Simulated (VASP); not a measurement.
Wanted: the native input for a VASP 6.6.1 run.

```
Task                   : single point
Functional             : PBE
Potentials or basis    : VASP PAW PBE potentials, release 64 (Pb_d, Se)
Cutoff                 : 520 eV
k mesh                 : 6 × 6 × 6
Occupations            : fermi-dirac, width 0.02 eV
Spin                   : no spin polarisation
Dipole correction      : no
Further INCAR settings : ALGO = Normal; EDIFF = 1e-06; NBANDS = 17
```

The structure of PbSe lies in POSCAR:

```
PbSe
1.0
    0.0407361293      3.4232041400      3.4232041400
    3.4232041400      0.0407361293      3.4232041400
    3.4639402693      3.4639402693      0.0000000000
Pb Se
1 1
Direct
    0.0023361366      0.0023361366     -0.0023361366
    0.2476638634      0.2476638634      0.2523361366
```

This cell differs from its parent crystal: shear xy strain +2.4%.

These files were run (other wordings do the same):

INCAR

```
PREC = Accurate
ENCUT = 520
EDIFF = 1E-6
ISMEAR = -1
SIGMA = 0.02
LREAL = False
LASPH = True
NELM = 60
ALGO = Normal
ISIF = 2
LWAVE = False
LCHARG = True
GGA = PE
LELF = True
LVHAR = True
NBANDS = 17
```

KPOINTS

```
Automatic mesh
0
Gamma
  6 6 6
```

Potentials or basis: VASP PAW PBE potentials, release 64 (Pb_d, Se).

The run is started by

```bash
$ cat potpaw_PBE.64/Pb_d/POTCAR potpaw_PBE.64/Se/POTCAR > POTCAR
$ mpirun -np 1 vasp_std > vasp.out
```

Results of the run:

| Property | Result |
| --- | --- |
| Pressure | 0.7 GPa |
| Band gap on the k mesh | 0.75 eV, indirect (least direct gap 1.15 eV) |

Caveat: the cell differs from its parent crystal (shear xy strain +2.4%); spin-orbit coupling is left out, which moves the levels of the heavy elements.

It took 36 s on 1 thread of AMD EPYC 9R45 96-Core Processor (Zen 5) (shared host), peak memory 0.21 GiB.
